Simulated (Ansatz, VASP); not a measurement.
**Two plane-wave programs on HfPb4O**

Contents of INCAR:

```
PREC = Accurate
ENCUT = 600
EDIFF = 1E-6
ISMEAR = 0
SIGMA = 0.1
LREAL = False
LASPH = True
NELM = 60
ALGO = Normal
ISIF = 3
LWAVE = False
LCHARG = False
GGA = PE
IBRION = 2
NSW = 100
EDIFFG = -0.01
```

The input KPOINTS:

```
regular mesh
0
Gamma
  8 8 8
```

Contents of POSCAR:

```
HfPb4O
1.0
    0.0000000000      4.3610258901      4.3610258901
    4.3610258901      0.0000000000      4.3610258901
    4.3610258901      4.3610258901      0.0000000000
Hf Pb O
1 4 1
Direct
    0.0000000000      0.0000000000      0.0000000000
    0.6249709969      0.6249709969      0.1250870092
    0.6249709969      0.1250870092      0.6249709969
    0.1250870092      0.6249709969      0.6249709969
    0.6249709969      0.6249709969      0.6249709969
    0.2500000000      0.2500000000      0.2500000000
```

Input for Ansatz:

```yaml
crystal:
  lattice:
    - [0.0, 4.3610258901, 4.3610258901]
    - [4.3610258901, 0.0, 4.3610258901]
    - [4.3610258901, 4.3610258901, 0.0]
  atoms:
    - { symbol: Hf, position: [0.0, 0.0, 0.0] }
    - { symbol: Pb, position: [0.6249709969, 0.6249709969, 0.1250870092] }
    - { symbol: Pb, position: [0.6249709969, 0.1250870092, 0.6249709969] }
    - { symbol: Pb, position: [0.1250870092, 0.6249709969, 0.6249709969] }
    - { symbol: Pb, position: [0.6249709969, 0.6249709969, 0.6249709969] }
    - { symbol: O, position: [0.25, 0.25, 0.25] }
basis:
  ecutwfc: 420
kpoints:
  mp_grid: { grid: [8, 8, 8] }
hamiltonian:
  xc: pbe
scf:
  occupations: { method: gaussian, width: 0.1 }
output:
  forces: true
  stress: true
  eigenvalues: true
relax:
  adjacent_minimum: "off"
  f_tol: 0.01
  max_steps: 80
  cell: { stress_tol: 0.05 }
```

Change from the starting cell: species swapped into the TbCu4Ag type (F-43m, No. 216).

Alike in both runs: task relaxation of cell and atoms; functional PBE; k mesh 8 × 8 × 8; occupations gaussian, width 0.1 eV; no spin polarisation.

|  | VASP | Ansatz |
| --- | --- | --- |
| version | VASP 6.6.1 | Ansatz 0.2.0 |
| potentials or method | VASP PAW PBE potentials, release 64 (Hf_pv, Pb_d, O), cutoff 600 eV | scalar-relativistic, plane waves, PAW |
| valence electrons in the cell | 72 | 88 |

Ansatz gave:

* gap on the k mesh at the Fermi level, each at its own relaxed structure (eV): none
* relaxed volume (Å³/atom): 27.83
* relaxed cell length with the largest relative difference (Å): 6.181

Problem. Estimate VASP's values.

Solution. gap on the k mesh at the Fermi level, each at its own relaxed structure (eV): none; relaxed volume (Å³/atom): 27.81; relaxed cell length with the largest relative difference (Å): 6.180.

A gap of «none» marks a metal or a gap that the smearing closes. VASP's potentials hold 72 valence electrons a cell and Ansatz's 88, so a difference there can come from the potentials and not from the codes.

Spin-orbit coupling is off throughout.
